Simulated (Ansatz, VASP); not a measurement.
**Sr: VASP beside Ansatz**

File INCAR:

```
SYSTEM = Sr
PREC = Accurate
ENCUT = 600
EDIFF = 1E-6
ISMEAR = -1
SIGMA = 0.05
LREAL = .FALSE.
LASPH = .TRUE.
NELM = 100
ALGO = Normal
ISIF = 3
LWAVE = .FALSE.
LCHARG = .FALSE.
IBRION = 2
NSW = 100
EDIFFG = -0.002
```

File KPOINTS:

```
regular mesh
0
G
  10 10 10
  0 0 0
```

The input POSCAR:

```
Sr
1.0
   -2.4350000000      2.4350000000      2.4350000000
    2.4350000000     -2.4350000000      2.4350000000
    2.4350000000      2.4350000000     -2.4350000000
Sr
1
Direct
    0.0000000000      0.0000000000      0.0000000000
```

Input for Ansatz:

```yaml
crystal:
  lattice:
    - [-2.435, 2.435, 2.435]
    - [2.435, -2.435, 2.435]
    - [2.435, 2.435, -2.435]
  atoms:
    - { symbol: Sr, position: [0.0, 0.0, 0.0] }
kpoints:
  mp_grid: { grid: [10, 10, 10] }
scf:
  occupations: { method: fermi_dirac, width: 0.05 }
hamiltonian:
  xc: lda
  pseudopotentials: { kind: paw }
relax:
  f_tol: 0.002
  max_steps: 80
  cell: {}
output:
  forces: true
  stress: true
```

Alike in both runs: task relaxation of cell and atoms; functional LDA; k mesh 10 × 10 × 10; occupations fermi-dirac, width 0.05 eV; no spin polarisation.

|  | VASP | Ansatz |
| --- | --- | --- |
| version | VASP 6.6.1 | Ansatz 0.2.0 |
| potentials or method | VASP PAW LDA potentials, release 64 (Sr_sv) | PAW with Ansatz's default frozen-core files, scalar-relativistic |
| plane-wave cutoff (eV) | 600 | 420 |
| valence electrons in the cell | 10 | 10 |

|  | VASP | Ansatz | Ansatz less VASP |
| --- | --- | --- | --- |
| relaxed volume (Å³/atom) | 47.86 | 47.95 | +0.093 |
| relaxed length of the cell vector where the two differ most in proportion (Å) | 3.961 | 3.964 | +0.0026 |

LDA's correlation is that of Perdew and Zunger in VASP and of Perdew and Wang (1992) in Ansatz.

Noted on VASP's run: the volume moved by over 15 % at a fixed basis, so the end points are rough.
